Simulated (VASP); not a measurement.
Ca4Pt:

```
Ca Pt
1.0
     4.90298    0.00000    0.00000
     0.00000    4.90298    0.00000
     0.00000    0.00000    4.90298
Ca Pt
4 1
Direct
  0.00000 0.50000 0.50000
  0.50000 0.00000 0.50000
  0.50000 0.50000 0.00000
  0.00000 0.00000 0.00000
  0.50000 0.50000 0.50000
```

The cell was generated, and may not be a known phase.

```yaml
Program: VASP 6.6.1
Task: relaxation of cell and atoms
Functional: PBE
Potentials_or_basis: VASP PAW PBE potentials, release 64 (Ca_sv, Pt)
Cutoff: 600 eV
k_mesh: 4 × 4 × 4
Occupations: gaussian, width 0.1 eV
Spin: no spin polarisation
```

At the start: pressure 29.8 GPa; volume 23.57 Å³/atom.

Q: Where does the relaxation end?

A: Over 4 steps the energy falls by 836.2 meV/atom and the volume is 36.68 Å³/atom (+55.6 %); space group Pm-3m (No. 221, to 0.1 Å) before and after.

The path:
| step | energy change (eV) | largest force (eV/Å) | pressure (GPa) | volume (Å³) |
| --- | --- | --- | --- | --- |
| 1 | 0.0000 | 0.0000 | 29.77 | 117.86 |
| 2 | -3.8547 | 0.0000 | -3.10 | 209.50 |
| 3 | -4.1737 | 0.0000 | 0.63 | 179.07 |
| 4 | -4.1812 | 0.0000 | -0.06 | 183.39 |

Final structure:
```xyz
5
Lattice="5.6815 0.0000 0.0000 0.0000 5.6815 0.0000 0.0000 0.0000 5.6815" Properties=species:S:1:pos:R:3 pbc="T T T"
Ca    0.0000    2.8407    2.8407
Ca    2.8407    0.0000    2.8407
Ca    2.8407    2.8407    0.0000
Ca    0.0000    0.0000    0.0000
Pt    2.8407    2.8407    2.8407
```

Caveat: the volume moved by over 15 % at a fixed basis, so the end points are rough.
